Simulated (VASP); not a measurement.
Write the native input for VASP 6.6.1 that does the following.

| Quantity | Value |
| --- | --- |
| Task | single point |
| Functional | LDA |
| Potentials or basis | VASP PAW LDA potentials, release 64 (Mg, B) |
| Cutoff | 520 eV |
| k mesh | 15 × 15 × 12 |
| Occupations | fermi-dirac, width 0.05 eV |
| Spin | no spin polarisation |
| Dipole correction | no |
| Further INCAR settings | ALGO = Normal; EDIFF = 1e-06; NBANDS = 11 |

The structure of MgB2 lies in POSCAR:

```
MgB2
1.0
    3.0642953789      0.0000000000      0.0000000000
   -1.5321476895      2.6537576429      0.0000000000
    0.0000000000      0.0000000000      3.4993549923
Mg B
1 2
Direct
    0.0000000000      0.0000000000      0.0000000000
    0.3333333333      0.6666666667      0.5000000000
    0.6666666667      0.3333333333      0.5000000000
```

This cell differs from its parent crystal: volume scaled by 0.98.

The input as run:

INCAR

```
SYSTEM = MgB2
PREC = Accurate
ENCUT = 520
EDIFF = 1E-6
ISMEAR = -1
SIGMA = 0.05
LREAL = .False.
LASPH = .True.
NELM = 60
ALGO = Normal
ISIF = 2
LWAVE = .False.
LCHARG = .True.
LELF = .True.
LVHAR = .True.
NBANDS = 11
```

KPOINTS

```
Automatic mesh
0
Gamma
  15 15 12
  0 0 0
```

Potentials or basis: VASP PAW LDA potentials, release 64 (Mg, B).

Launch:

```sh
$ cat potpaw_LDA.64/Mg/POTCAR potpaw_LDA.64/B/POTCAR > POTCAR
$ mpirun -np 1 vasp_std > vasp.out
```

It gave:

```
Pressure               : -5.3 GPa
Band gap on the k mesh : zero (band 4 reaches 7.17 eV, above the bottom of band 5 at 3.32 eV)
```

Run time: 29 s on 1 thread of Intel(R) Xeon(R) Platinum 8259CL CPU @ 2.50GHz (Skylake/Cascade Lake), with other jobs on the host, peak memory 0.18 GiB.
